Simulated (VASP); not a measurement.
A run of VASP 6.6.1:

File INCAR:

```
PREC = Accurate
ENCUT = 520
EDIFF = 1E-7
ISMEAR = 0
SIGMA = 0.1
LREAL = F
LASPH = T
NELM = 80
ALGO = Normal
ISIF = 2
LWAVE = F
LCHARG = T
GGA = PE
LELF = T
LVHAR = T
NBANDS = 22
```

File KPOINTS:

```
Automatic mesh
0
Gamma
  6 6 4
```

POSCAR

```
Sr2BN
1.0
    3.9454813400      0.0000000000      0.0000000000
   -1.9727406700      3.4168870700      0.0000000000
    0.0000000000      0.0000000000      6.4884678300
Sr B N
2 1 1
Direct
    0.3333333300      0.6666666700      0.7766031900
    0.6666666700      0.3333333300      0.2233968100
    0.0000000000      0.0000000000      0.5000000000
    0.0000000000      0.0000000000      0.0000000000
```

Potentials or basis: VASP PAW PBE potentials, release 64 (Sr_sv, B, N).

The run is started by

```sh
$ cat potpaw_PBE.64/Sr_sv/POTCAR potpaw_PBE.64/B/POTCAR potpaw_PBE.64/N/POTCAR > POTCAR
$ mpirun -np 1 vasp_std > vasp.out
```

Hardware: 1 thread of Oxide Virtual Turin-like Processor, on a shared host.

Question: Estimate the wall time of this run.

Answer: It took 43 s on 1 thread of Oxide Virtual Turin-like Processor, with other jobs on the host, peak memory 0.19 GiB. Counts: scf iterations 18, k points 24.
